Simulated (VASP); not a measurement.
A run of VASP 6.6.1 is set up as follows.

File INCAR:

```
PREC = Accurate
ENCUT = 520
EDIFF = 1E-7
ISMEAR = 0
SIGMA = 0.05
LREAL = F
LASPH = T
NELM = 100
ALGO = Normal
ISIF = 2
LWAVE = F
LCHARG = F
GGA = PE
NBANDS = 34
```

KPOINTS

```
Automatic mesh
0
Gamma
  6 6 4
```

POSCAR

```
SiO2
1.0
    5.2585392688      0.0000000000      0.0000000000
   -2.6292696344      4.5540285936      0.0000000000
    0.0000000000      0.0000000000      5.5012710941
Si O
3 6
Direct
    0.0000000000      0.5000000000      0.3333333333
    0.5000000000      0.5000000000      0.6666666667
    0.5000000000      0.0000000000      0.0000000000
    0.5839605948      0.7919802974      0.8333333333
    0.7919802974      0.5839605948      0.5000000000
    0.7919802974      0.2080197026      0.1666666667
    0.4160394052      0.2080197026      0.8333333333
    0.2080197026      0.4160394052      0.5000000000
    0.2080197026      0.7919802974      0.1666666667
```

Potentials or basis: VASP PAW PBE potentials, release 64 (Si, O).

Command:

```console
$ cat potpaw_PBE.64/Si/POTCAR potpaw_PBE.64/O/POTCAR > POTCAR
$ mpirun -np 1 vasp_std > vasp.out
```

Estimate the band gap on the k mesh.

5.21 eV (least direct gap 5.48 eV).

Predict the largest force.

0.355 eV/Å.

What does it give for the pressure?

-7.0 GPa.

Stress tensor (GPa, compression positive):
```
-8.14  0.00  0.00
 0.00 -8.14  0.00
 0.00  0.00 -4.86
```

Caveat: the cell differs from its parent crystal (strain +0.030 along x and y, -0.015 along z); the cell stands under tension. A k mesh can miss the band edges.
